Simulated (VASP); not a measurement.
Input of a VASP 6.6.1 run:

The input INCAR:

```
PREC     = Accurate       # precision mode
ENCUT    = 520            # plane-wave cutoff, eV
EDIFF    = 1E-6           # SCF threshold, eV
ISMEAR   = 0              # smearing method
SIGMA    = 0.1            # smearing width, eV
LREAL    = F              # projectors in reciprocal space
LASPH    = T              # aspherical terms in the spheres
NELM     = 100            # most SCF steps
ALGO     = Normal         # electronic algorithm
ISIF     = 2              # what is computed and relaxed
LWAVE    = F              # write WAVECAR
LCHARG   = F              # write CHGCAR
NBANDS   = 50             # bands
```

KPOINTS

```
Automatic mesh
0
Gamma
  6 6 4
```

The input POSCAR:

```
Ta2N
1.0
    5.2324061801      0.0000000029      0.0000000000
   -2.6162030925      4.5313966734      0.0000000000
    0.0000000000      0.0000000000      4.8768005237
Ta N
6 3
Direct
    0.6667523938      0.6667523938      0.7528099512
    0.0000000000      0.3332476062      0.7528099512
    0.3332476062      0.0000000000      0.7528099512
    0.3332476062      0.3332476062      0.2471900488
    0.0000000000      0.6667523938      0.2471900488
    0.6667523938      0.0000000000      0.2471900488
    0.6666666667      0.3333333333      0.5000000000
    0.3333333333      0.6666666667      0.5000000000
    0.0000000000      0.0000000000      0.0000000000
```

Potentials or basis: VASP PAW LDA potentials, release 64 (Ta_pv, N).

Launch:

```console
$ cat potpaw_LDA.64/Ta_pv/POTCAR potpaw_LDA.64/N/POTCAR > POTCAR
$ mpirun -np 1 vasp_std > vasp.out
```

(1) What does it give for the band gap on the k mesh?

(2) Predict the pressure.

(3) What does it give for the largest force?

## Answers

(1) zero (an odd number of electrons rules out a gap without spin polarisation).

(2) 1.5 GPa.

(3) 0.027 eV/Å.

Caveat: spin-orbit coupling is left out, which moves the levels of the heavy elements.
